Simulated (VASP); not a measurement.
Here is a VASP 6.6.1 calculation.

Contents of INCAR:

```
SYSTEM = Co
  PREC = Accurate
  ENCUT = 520
  EDIFF = 1E-7
  ISMEAR = 0
  SIGMA = 0.15
  LREAL = .FALSE.
  LASPH = .TRUE.
  NELM = 150
  ALGO = Normal
  ISIF = 2
  LWAVE = .FALSE.
  LCHARG = .FALSE.
  ISPIN = 2
  MAGMOM = 0.825 0.825
  LORBIT = 11
  NUPDOWN = 1.65
  LMAXMIX = 4
  GGA = PE
  NBANDS = 20
```

Contents of KPOINTS:

```
Automatic mesh
0
G
  24 24 12
  0 0 0
```

Contents of POSCAR:

```
Co
1.0
    2.2653151917      0.0000000000      0.0000000000
   -1.1326575959      1.9618205036      0.0000000000
    0.0000000000      0.0000000000      3.6636994876
Co
2
Direct
    0.6666666667      0.3333333333      0.2500000000
    0.3333333333      0.6666666667      0.7500000000
```

Potentials or basis: VASP PAW PBE potentials, release 64 (Co).

Run with:

```bash
$ cat potpaw_PBE.64/Co/POTCAR > POTCAR
$ mpirun -np 1 vasp_std > vasp.out
```

(1) What does it give for the pressure?

## Answers

(1) 108.6 GPa.

Caveat: the total moment is fixed, so each spin has its own Fermi level.
